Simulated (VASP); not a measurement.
# SiO2 (P4_2/mnm) in VASP: notebook

SiO2 is run at these levels: PBE; tasks: single point.

Program: VASP 6.6.1. These are calculated values, not measurements. Logs are shortened: lines on timing, memory, paths and dates and some standing lists are left out, and cuts for length are marked.

### 1 The cell of the first run

It takes space group P4_2/mnm (No. 136, tetragonal). The conventional cell has a = 4.303 Å, b = 4.303 Å, c = 2.816 Å, α = 90.00°, β = 90.00°, γ = 90.00°. Within 2.4 Å of Si (site symmetry mmm) lie 6 O at 1.83 to 1.87 Å. Within 2.4 Å of O (site symmetry m2m) lie 3 Si at 1.83 to 1.87 Å and 1 O at 2.35 Å.

### 2 Single point, PBE (8.69 Å³/atom)

File INCAR:

```
SYSTEM = SiO2
PREC = Accurate
ENCUT = 520
EDIFF = 1E-6
ISMEAR = 0
SIGMA = 0.05
LREAL = .False.
LASPH = .True.
NELM = 100
ALGO = Normal
ISIF = 2
LWAVE = .False.
LCHARG = .True.
GGA = PE
LELF = .True.
LVHAR = .True.
NBANDS = 25
```

File KPOINTS:

```
regular mesh
0
Gamma
  6 6 10
  0 0 0
```

File POSCAR:

```
SiO2
1.0
    4.3025500110      0.0000000000      0.0000000000
    0.0000000000      4.3025500110      0.0000000000
    0.0000000000      0.0000000000      2.8155887272
Si O
2 4
Direct
    0.5000000000      0.5000000000      0.5000000000
    0.0000000000      0.0000000000      0.0000000000
    0.6930127928      0.6930127928      0.0000000000
    0.1930127928      0.8069872072      0.5000000000
    0.3069872072      0.3069872072      0.0000000000
    0.8069872072      0.1930127928      0.5000000000
```

Potentials or basis: VASP PAW PBE potentials, release 64 (Si, O).

The run is started by

```console
cat potpaw_PBE.64/Si/POTCAR potpaw_PBE.64/O/POTCAR > POTCAR
mpirun -np 1 vasp_std > vasp.out
```

OUTCAR:

```text
SYSTEM = SiO2
   PREC = Accurate
   ENCUT = 520
   EDIFF = 1E-6
   ISMEAR = 0
   LREAL = .False.
   LASPH = .True.
   NELM = 100
   ISIF = 2
   GGA = PE

 ion  position               nearest neighbor table
   1  0.500  0.500  0.500-   3 1.83   5 1.83   3 1.83   5 1.83   4 1.87   6 1.87
   2  0.000  0.000  0.000-   4 1.83   6 1.83   4 1.83   6 1.83   5 1.87   3 1.87
   3  0.693  0.693  0.000-   1 1.83   1 1.83   2 1.87
   4  0.193  0.807  0.500-   2 1.83   2 1.83   1 1.87
   5  0.307  0.307  0.000-   1 1.83   1 1.83   2 1.87
   6  0.807  0.193  0.500-   2 1.83   2 1.83   1 1.87

  LATTYP: Found a simple tetragonal cell.
 ALAT       =     4.3025500110
 C/A-ratio  =     0.6544000000

  Lattice vectors:

 A1 = (   4.3025500110,   0.0000000000,   0.0000000000)
 A2 = (   0.0000000000,   4.3025500110,   0.0000000000)
 A3 = (   0.0000000000,   0.0000000000,   2.8155887272)

Analysis of symmetry for initial positions (statically):
=====================================================================
 Subroutine PRICEL returns:
 Original cell was already a primitive cell.

 Routine SETGRP: Setting up the symmetry group for a
 simple tetragonal supercell.

 Subroutine GETGRP returns: Found 16 space group operations
 (whereof  8 operations were pure point group operations)
 out of a pool of 16 trial point group operations.

The static configuration has the point symmetry D_2h.
 The point group associated with its full space group is D_4h.

Analysis of symmetry for dynamics (positions and initial velocities):
=====================================================================
 Subroutine PRICEL returns:
 Original cell was already a primitive cell.

 Routine SETGRP: Setting up the symmetry group for a
 simple tetragonal supercell.

 Subroutine GETGRP returns: Found 16 space group operations
 (whereof  8 operations were pure point group operations)
 out of a pool of 16 trial point group operations.

The dynamic configuration has the point symmetry D_2h.
 The point group associated with its full space group is D_4h.

 Subroutine INISYM returns: Found 16 space group operations
 (whereof  8 operations are pure point group operations),
 and found     1 'primitive' translations

----------------------------------------------------------------------------------------

                                     Primitive cell

  volume of cell :      52.1220

  direct lattice vectors                    reciprocal lattice vectors
     4.302550011  0.000000000  0.000000000     0.232420308  0.000000000  0.000000000
     0.000000000  4.302550011  0.000000000     0.000000000  0.232420308  0.000000000
     0.000000000  0.000000000  2.815588727     0.000000000  0.000000000  0.355165508

  length of vectors
     4.302550011  4.302550011  2.815588727     0.232420308  0.232420308  0.355165508

  position of ions in fractional coordinates (direct lattice)
     0.500000000  0.500000000  0.500000000
     0.000000000  0.000000000  0.000000000
     0.693012793  0.693012793  0.000000000
     0.193012793  0.806987207  0.500000000
     0.306987207  0.306987207  0.000000000
     0.806987207  0.193012793  0.500000000

  ion indices of the primitive-cell ions
   primitive index   ion index
                 1           1
                 2           2
                 3           3
                 4           4
                 5           5
                 6           6

----------------------------------------------------------------------------------------

 KPOINTS: regular mesh

Automatic generation of k-mesh.
 Grid dimensions read from file:
 generate k-points for:    6    6   10

 Generating k-lattice:

  Cartesian coordinates                     Fractional coordinates (reciprocal lattice)
     0.038736718  0.000000000  0.000000000     0.166666667  0.000000000  0.000000000
     0.000000000  0.038736718  0.000000000     0.000000000  0.166666667  0.000000000
     0.000000000  0.000000000  0.035516551     0.000000000  0.000000000  0.100000000

  Length of vectors
     0.038736718  0.038736718  0.035516551

  Shift w.r.t. Gamma in fractional coordinates (k-lattice)
     0.000000000  0.000000000  0.000000000

 Subroutine IBZKPT returns following result:
 ===========================================

 Found     60 irreducible k-points:

 Following reciprocal coordinates:
            Coordinates               Weight
  0.000000  0.000000  0.000000      1.000000
  0.166667  0.000000  0.000000      4.000000
  0.333333  0.000000  0.000000      4.000000
  0.500000  0.000000  0.000000      2.000000
  0.166667  0.166667  0.000000      4.000000
  0.333333  0.166667  0.000000      8.000000
[... 16 lines left out ...]
  0.333333  0.000000  0.200000      8.000000
  0.500000  0.000000  0.200000      4.000000
 [... further k-points ...]
   k-points           NKPTS =     60   k-points in BZ     NKDIM =     60   number of bands    NBANDS=     25
   number of dos      NEDOS =    301   number of ions     NIONS =      6
   total plane-waves  NPLWV =  24576
   dimension x,y,z NGX =    32 NGY =   32 NGZ =   24
   dimension x,y,z NGXF=    64 NGYF=   64 NGZF=   48
   ions per type =               2   4
   NGX,Y,Z   is equivalent  to a cutoff of  12.36, 12.36, 14.17 a.u.
   NGXF,Y,Z  is equivalent  to a cutoff of  24.73, 24.73, 28.34 a.u.
 SYSTEM =  SiO2
   PREC   = accura    normal or accurate (medium, high low for compatibility)
   ISTART =      0    job   : 0-new  1-cont  2-samecut
   ICHARG =      2    charge: 1-file 2-atom 10-const
   ISPIN  =      1    spin polarized calculation?
   LNONCOLLINEAR =      F non collinear calculations
   LSORBIT =      F    spin-orbit coupling
   LASPH  =      T    aspherical Exc in radial PAW
   ENCUT  =  520.0 eV  38.22 Ry    6.18 a.u.   8.00  8.00  5.24*2*pi/ulx,y,z
   NELM   =    100;   NELMIN=  2; NELMDL= -5     # of ELM steps
   EDIFF  = 0.1E-05   stopping-criterion for ELM
   LREAL  =      F    real-space projection
   EDIFFG = 0.1E-04   stopping-criterion for IOM
   NSW    =      0    number of steps for IOM
   IBRION =     -1    ionic relax: 0-MD 1-quasi-New 2-CG
   NFREE  =      0    steps in history (QN), initial steepest desc. (CG)
   ISIF   =      2    stress and relaxation
   ISYM   =      2    0-nonsym 1-usesym 2-fastsym
   POTIM  = 0.5000    time-step for ionic-motion
   TEBEG  =    0.0;   TEEND  =   0.0 temperature during run
   PSTRESS=    0.0 pullay stress
   NELECT =      32.0000    total number of electrons
   NUPDOWN=      -1.0000    fix difference up-down
   EMIN   =  10.00;   EMAX   =-10.00  energy-range for DOS
   EFERMI =   0.00;   METHOD = LEGACY
   ISMEAR =     0;   SIGMA  =   0.05  broadening in eV -4-tet -1-fermi 0-gaus
   EFERMI_NEDOS =   21; number of points for ismear=-14 and -15
   IALGO  =     38    algorithm
   IMIX   =      4    mixing-type and parameters
     AMIX     =   0.40;   BMIX     =  1.00
     AMIX_MAG =   1.60;   BMIX_MAG =  1.00
  volume/ion in A,a.u.               =       8.69        58.62
  Fermi-wavevector in a.u.,A,eV,Ry     =   1.391397  2.629359 26.340692  1.935986
  Thomas-Fermi vector in A             =   2.515240
   LORBIT       =      0    0 simple, 1 ext, 2 COOP (PROOUT), +10 PAW based schemes
   GGA     = PE    functional components
   LHFCALC =     F    Hartree Fock is set to
   AEXX    =    0.0000 exact exchange contribution
   IVDW    =     0    specifies the selected vdW correction
   LEPSILON=     F    determine dielectric tensor
   LRPA    =     F    only Hartree local field effects (RPA)
 non-spin polarized calculation
 Gauss-broadening in eV      SIGMA  =   0.05
  energy-cutoff  :      520.00
  volume of cell :       52.12
 maximum number of plane-waves:      1440
 NGX is ok and might be reduce to    32
   NGX = 15   NGY = 15   NGZ = 11

 number of electron      32.0000025 magnetization

 Free energy of the ion-electron system (eV)
  ---------------------------------------------------
  ext. energy  EPLUGINS =         0.00000000
  ---------------------------------------------------
  free energy    TOTEN  =       -46.01459202 eV

  energy without entropy =      -46.01459202  energy(sigma->0) =      -46.01459202

 E-fermi :   7.0537     XC(G=0): -11.7048

 val. band max:        6.7809082809   @ k =   0.0000   0.0000   0.0000
 cond. band min:      10.4132986276   @ k =   0.0000   0.0000   0.0000
 fundamental gap:      3.6323903467
 Fermi energy:         7.0537137231

 k-point     1 :       0.0000    0.0000    0.0000
  band No.  band energies     occupation
      1     -14.6550      2.00000
      2     -11.5152      2.00000
      3     -11.5152      2.00000
      4     -11.3264      2.00000
      5      -3.3988      2.00000
      6       1.0817      2.00000
[... 17 lines left out ...]
     24      19.6823      0.00000
     25      21.2689      0.00000

 k-point     2 :       0.1667    0.0000    0.0000
  band No.  band energies     occupation
      1     -14.5256      2.00000
      2     -12.0683      2.00000
      3     -11.4548      2.00000
      4     -11.0385      2.00000
      5      -3.1788      2.00000
      6       0.3588      2.00000
[... 17 lines left out ...]
     24      19.2520      0.00000
     25      21.2208      0.00000

 k-point     3 :       0.3333    0.0000    0.0000
  band No.  band energies     occupation
      1     -14.1484      2.00000
      2     -12.8275      2.00000
      3     -11.2938      2.00000
      4     -10.9660      2.00000
      5      -2.5869      2.00000
      6      -0.7280      2.00000
[... 17 lines left out ...]
     24      19.6761      0.00000
     25      20.1450      0.00000

 k-point     4 :       0.5000    0.0000    0.0000
  band No.  band energies     occupation
      1     -13.5592      2.00000
      2     -13.5592      2.00000
      3     -11.0953      2.00000
      4     -11.0953      2.00000
      5      -1.7426      2.00000
      6      -1.7426      2.00000
[... 17 lines left out ...]
     24      18.8976      0.00000
     25      20.7227      0.00000

 k-point     5 :       0.1667    0.1667    0.0000
  band No.  band energies     occupation
      1     -14.3999      2.00000
      2     -12.2303      2.00000
      3     -11.5871      2.00000
      4     -10.9614      2.00000
      5      -2.9483      2.00000
      6       0.1839      2.00000
[... 17 lines left out ...]
     24      19.1769      0.00000
     25      21.3524      0.00000

 k-point     6 :       0.3333    0.1667    0.0000
  band No.  band energies     occupation
      1     -14.0352      2.00000
      2     -12.8036      2.00000
      3     -11.4930      2.00000
      4     -11.0259      2.00000
      5      -2.3409      2.00000
      6      -0.5903      2.00000
[... 17 lines left out ...]
     24      19.6349      0.00000
     25      20.1938      0.00000
[... 393 lines left out ...]
 k-point    21 :       0.0000    0.0000    0.2000
  band No.  band energies     occupation
      1     -14.2142      2.00000
      2     -11.3512      2.00000
      3     -11.3227      2.00000
      4     -11.3227      2.00000
      5      -3.2747      2.00000
      6       0.7446      2.00000
[... 17 lines left out ...]
     24      19.4946      0.00000
     25      20.2504      0.00000

 k-point    22 :       0.1667    0.0000    0.2000
  band No.  band energies     occupation
      1     -14.0927      2.00000
      2     -11.8691      2.00000
      3     -11.2784      2.00000
      4     -11.0332      2.00000
      5      -3.0197      2.00000
      6       0.3591      2.00000
[... 17 lines left out ...]
     24      19.7171      0.00000
     25      19.8024      0.00000

 k-point    23 :       0.3333    0.0000    0.2000
  band No.  band energies     occupation
      1     -13.7402      2.00000
      2     -12.5343      2.00000
      3     -11.1631      2.00000
      4     -10.9553      2.00000
      5      -2.3434      2.00000
      6      -0.4258      2.00000
[... 17 lines left out ...]
     24      18.9423      0.00000
     25      20.4053      0.00000

 k-point    24 :       0.5000    0.0000    0.2000
  band No.  band energies     occupation
      1     -13.1962      2.00000
      2     -13.1962      2.00000
      3     -11.0290      2.00000
      4     -11.0290      2.00000
      5      -1.4262      2.00000
      6      -1.4262      2.00000
[... 17 lines left out ...]
     24      18.5829      0.00000
     25      20.2153      0.00000

 [... further k-points ...]

------------------------ aborting loop because EDIFF is reached ----------------------------------------

  FORCE on cell =-STRESS in cart. coord.  units (eV):
  Direction    XX          YY          ZZ          XY          YZ          ZX
  --------------------------------------------------------------------------------------
  -------------------------------------------------------------------------------------
  Total       -5.0168484     -5.0168484     -9.8741274     -0.0000000      0.0000000      0.0000000
  in kB     -154.2128233   -154.2128233   -303.5206440     -0.0000000      0.0000000      0.0000000
  external PRESSURE =    -203.9820969 kB  Pullay stress =       0.0000000 kB

 VOLUME and BASIS-vectors are now :
 -----------------------------------------------------------------------------
  energy-cutoff  :      520.00
  volume of cell :       52.12
      direct lattice vectors                 reciprocal lattice vectors
     4.302550011  0.000000000  0.000000000     0.232420308  0.000000000  0.000000000
     0.000000000  4.302550011  0.000000000     0.000000000  0.232420308  0.000000000
     0.000000000  0.000000000  2.815588727     0.000000000  0.000000000  0.355165508

 POSITION                                       TOTAL-FORCE (eV/Angst)
 -----------------------------------------------------------------------------------
      2.15128      2.15128      1.40779         0.000000      0.000000     -0.000000
      0.00000      0.00000      0.00000         0.000000      0.000000     -0.000000
      2.98172      2.98172      0.00000        -0.133305     -0.133305      0.000000
      0.83045      3.47210      1.40779        -0.133305      0.133305     -0.000000
      1.32083      1.32083      0.00000         0.133305      0.133305     -0.000000
      3.47210      0.83045      1.40779         0.133305     -0.133305      0.000000
 -----------------------------------------------------------------------------------
    total drift:                                0.000000      0.000000     -0.000000

  FREE ENERGIE OF THE ION-ELECTRON SYSTEM (eV)
  ---------------------------------------------------
  free  energy   TOTEN  =       -46.0145920211 eV

  energy  without entropy=      -46.0145920211  energy(sigma->0) =      -46.01459202
```

Run time: 20 s. Hardware: 1 thread of Intel Xeon 6975P-C (Granite Rapids), shared host; peak memory 0.19 GiB.

What came out:

```
Free energy            : -46.0146 eV
Pressure               : -20.4 GPa
Largest force          : 0.189 eV/Å
Band gap on the k mesh : 3.63 eV
```

Forces in eV/Å, atoms in the order of the input:
```
Si   0.000  0.000  0.000
Si   0.000  0.000  0.000
O   -0.133 -0.133  0.000
O   -0.133  0.133  0.000
O    0.133  0.133  0.000
O    0.133 -0.133  0.000
```

Caveat: the cell stands under tension.

### 3 Single point, PBE (8.69 Å³/atom)

File INCAR:

```
SYSTEM = SiO2
PREC = Accurate
ENCUT = 520
EDIFF = 1E-7
ISMEAR = 0
SIGMA = 0.05
LREAL = .False.
LASPH = .True.
NELM = 100
ALGO = Normal
ISIF = 2
LWAVE = .False.
LCHARG = .False.
GGA = PE
NBANDS = 25
```

KPOINTS is that of step 2.

Edit POSCAR of step 2 so:

```diff
@@ -2,5 +2,5 @@
 1.0
-    4.3025500110      0.0000000000      0.0000000000
-    0.0000000000      4.3025500110      0.0000000000
-    0.0000000000      0.0000000000      2.8155887272
+    4.2168801814      0.0000000000      0.0000000000
+    0.0000000000      4.2168801814      0.0000000000
+    0.0000000000      0.0000000000      2.9311534141
 Si O
```

Potentials or basis: VASP PAW PBE potentials, release 64 (Si, O).

The run is started by

```console
cat potpaw_PBE.64/Si/POTCAR potpaw_PBE.64/O/POTCAR > POTCAR
mpirun -np 1 vasp_std > vasp.out
```

Run time: 20 s. Hardware: 1 thread of Intel Xeon 6975P-C (Granite Rapids), shared host; peak memory 0.19 GiB.

It converged, with:

```yaml
Free_energy: -45.6951 eV
Pressure: -21.5 GPa
Largest_force: 0.351 eV/Å
Band_gap_on_the_k_mesh: 3.39 eV
```

Forces in eV/Å, atoms in the order of the input:
```
Si   0.000  0.000  0.000
Si   0.000  0.000  0.000
O    0.248  0.248  0.000
O    0.248 -0.248  0.000
O   -0.248 -0.248  0.000
O   -0.248  0.248  0.000
```

Stress tensor (GPa, compression positive):
```
-10.41   0.00   0.00
  0.00 -10.41   0.00
  0.00   0.00 -43.70
```

Levels at points of the mesh, in eV from the valence-band top:
```
           k point  band 12  band 13  band 14  band 15  band 16  band 17  band 18  band 19  band 20  band 21
(0.00, 0.00, 0.00)    -3.07    -2.62    -0.69    -0.69     0.00     3.39     5.12     6.61     6.61     9.56
(0.50, 0.00, 0.00)    -3.30    -2.63    -2.63    -0.86    -0.86     5.75     5.75     7.30     7.30    11.09
(0.50, 0.50, 0.00)    -3.23    -2.58    -2.58    -1.63    -1.63     5.46     5.46     8.26     8.26    12.46
(0.00, 0.00, 0.50)    -4.01    -2.72    -2.72    -2.20    -2.20     7.73     7.73    11.45    11.45    11.92
(0.50, 0.00, 0.50)    -3.41    -1.82    -1.82    -1.40    -1.40     7.70     7.70     9.33     9.33    11.95
(0.50, 0.50, 0.50)    -3.85    -1.34    -1.34    -1.20    -1.20     6.09     6.09    10.48    10.48    11.15
```

Caveat: the cell stands under tension.
